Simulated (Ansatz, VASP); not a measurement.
One calculation of V2Cd, two programs

```
V Cd
1.0
     2.93229    0.00000    0.00000
    -1.46615    2.53944    0.00000
     0.00000    0.00000   13.45144
V Cd
4 2
Cartesian
  0.0000 1.6930 7.5888
  1.4661 0.8465 0.8631
  0.0000 1.6930 12.5883
  1.4661 0.8465 5.8626
  0.0000 1.6930 3.3629
  1.4661 0.8465 10.0886
```

Alike in both runs: functional PBE; k mesh 6 × 6 × 2; occupations gaussian, width 0.1 eV; collinear spin.

Ansatz relaxed the structure, and its values are those at the end. VASP's run is a single point on that final structure, the one shown.

|  | VASP | Ansatz |
| --- | --- | --- |
| version | VASP 6.6.1 | Ansatz 0.2.0 |
| potentials or method | VASP PAW PBE potentials, release 64 (V_sv, Cd), cutoff 520 eV | scalar-relativistic, plane waves, PAW |
| valence electrons in the cell | 76 | 92 |

|  | VASP | Ansatz | Ansatz less VASP |
| --- | --- | --- | --- |
| gap on the k mesh at the Fermi level (eV) | none | none | - |
| pressure (GPa) | 0.5 | 0.1 | -0.48 |
| rms of the force components (eV/Å) | 0.021 | 0.005 | -0.0160 |
| net moment per atom (μB) | 0.20 | 0.19 | -0.002 |
| size of the moment on the site where the two differ most (μB) | 0.28 | 0.24 | -0.032 |

Site moments also hang on the region over which each program counts them. A gap of «none» marks a metal or a gap that the smearing closes. The functional is the same, so the differences come from potentials, cutoffs and numerics. VASP's potentials hold 76 valence electrons a cell and Ansatz's 92, so a difference there can come from the potentials and not from the codes. Ansatz's warnings: seeded moment not kept.

The k mesh is coarse, so the values compare programs but aren't converged.
